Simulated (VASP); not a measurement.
Input of a VASP 6.6.1 run:

The input INCAR:

```
PREC     = Accurate       # precision mode
ENCUT    = 520            # plane-wave cutoff, eV
EDIFF    = 1E-6           # SCF threshold, eV
ISMEAR   = 0              # smearing method
SIGMA    = 0.012          # smearing width, eV
LREAL    = F              # projectors in reciprocal space
LASPH    = T              # aspherical terms in the spheres
NELM     = 150            # most SCF steps
ALGO     = Normal         # electronic algorithm
ISIF     = 2              # what is computed and relaxed
LWAVE    = F              # write WAVECAR
LCHARG   = F              # write CHGCAR
ISPIN    = 2              # spin polarisation
MAGMOM   = 3              # initial moments
LORBIT   = 11             # projections on sites
LMAXMIX  = 4              # l up to which the mixer works
GGA      = PE             # functional
NBANDS   = 14             # bands
```

Contents of KPOINTS:

```
Automatic mesh
0
Gamma
  13 13 13
```

The input POSCAR:

```
Fe
1.0
   -1.4430000000      1.4430000000      1.4430000000
    1.4430000000     -1.4430000000      1.4430000000
    1.4430000000      1.4430000000     -1.4430000000
Fe
1
Direct
    0.0000000000      0.0000000000      0.0000000000
```

Potentials or basis: VASP PAW PBE potentials, release 64 (Fe).

Launch:

```sh
$ cat potpaw_PBE.64/Fe/POTCAR > POTCAR
$ mpirun -np 1 vasp_std > vasp.out
```

**Question.** What does it give for the pressure?

**Answer.** -9.2 GPa.

**Question.** Predict the net moment.

**Answer.** 2.28 μB per cell.

**Question.** Estimate the site moments.

**Answer.** Fe +2.29 μB.
